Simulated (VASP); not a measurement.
Runs of VASP 6.6.1 on Sb. The structure is that of space group Pm-3m (No. 221), or close to it. The cells are those of the table. 

```tsv
cell	gap on the mesh (eV)	pressure (GPa)
a = 3.144 Å, 1 atom	none	(b)
a = 3.053, b = 3.053, c = 3.145 Å, 1 atom	none	(a)
a = 3.052 Å, 1 atom	none	0.7
a = 3.114 Å, 1 atom	none	-2.7
a = 3.083 Å, 1 atom	none	-1.2
a = 3.020 Å, 1 atom	none	3.0
```

Alike in all rows: task single point; level PBEsol; potentials or basis VASP PAW PBE potentials, release 64 (Sb); no spin polarisation; k mesh 21 × 21 × 21; cutoff (eV) 520; smearing fermi-dirac 0.15 eV.

Question: Estimate the missing entries.

Answer: (a) -1.0; (b) -4.1.

Caveats: the PAW data sets were made with another functional, which shifts forces and pressure a little; spin-orbit coupling is left out, which moves the levels of the heavy elements.

A k mesh can miss the band edges, and the runs leave out spin-orbit coupling on Sb.

A gap of «none» marks levels without a gap at the run's occupations.
